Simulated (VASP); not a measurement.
Input of a VASP 6.6.1 run:

INCAR

```
  ALGO = Normal
  EDIFF = 1E-6
  ENCUT = 520
  GGA = RP
  ISIF = 2
  ISMEAR = -1
  ISPIN = 2
  LASPH = T
  LCHARG = T
  LELF = T
  LMAXMIX = 4
  LORBIT = 11
  LREAL = F
  LVHAR = T
  LWAVE = F
  MAGMOM = 0.5
  NBANDS = 15
  NELM = 150
  PREC = Accurate
  SIGMA = 0.05
```

File KPOINTS:

```
k-points
0
Gamma
  16 16 16
```

File POSCAR:

```
Pd
1.0
   -1.6053463622      1.6053463622      1.6053463622
    1.6053463622     -1.6053463622      1.6053463622
    1.6053463622      1.6053463622     -1.6053463622
Pd
1
Direct
    0.0000000000      0.0000000000      0.0000000000
```

Potentials or basis: VASP PAW PBE potentials, release 64 (Pd).

The run is started by

```sh
$ cat potpaw_PBE.64/Pd/POTCAR > POTCAR
$ mpirun -np 1 vasp_std > vasp.out
```

(1) Estimate the net moment.

(2) Predict the pressure.

(3) What does it give for the band gap on the k mesh?

Results:

(1) 0.00 μB per cell.

(2) -5.3 GPa.

(3) zero (filled and empty bands overlap).

Caveat: the cell stands under tension; the PAW data sets were made with another functional, which shifts forces and pressure a little.
